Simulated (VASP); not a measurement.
Cd, 1 atom in the cell. The structure is cubic, space group Pm-3m (No. 221). The conventional cell has a = 2.997 Å, b = 2.997 Å, c = 2.997 Å, α = 90.00°, β = 90.00°, γ = 90.00°. Within 3.9 Å of Cd (site symmetry m-3m) lie 6 Cd at 3.00 Å. This isn't the form of Cd at room conditions, which is hcp.

```yaml
Program: VASP 6.6.1
Task: relaxation of cell and atoms
Functional: PBE
Potentials_or_basis: VASP PAW PBE potentials, release 64 (Cd)
Cutoff: 600 eV
k_mesh: 14 × 14 × 14
Occupations: fermi-dirac, width 0.05 eV
Spin: no spin polarisation
Dipole_correction: no
Further_INCAR_settings: ALGO = Normal; EDIFF = 1e-06; IBRION = 2; EDIFFG = -0.005; NSW = 45; ISIF = 3
```

Potentials or basis: VASP PAW PBE potentials, release 64 (Cd).

Run with:

```console
$ cat potpaw_PBE.64/Cd/POTCAR > POTCAR
$ mpirun -np 1 vasp_std > vasp.out
```

Hardware: 1 thread of Intel Xeon 8259CL (shared host).

Problem. Estimate the wall time of this run.

Solution. It took 33 s on 1 thread of Intel Xeon 8259CL, on a shared host, peak memory 0.17 GiB. Counts: scf iterations 21, k points 120, ion steps 3.
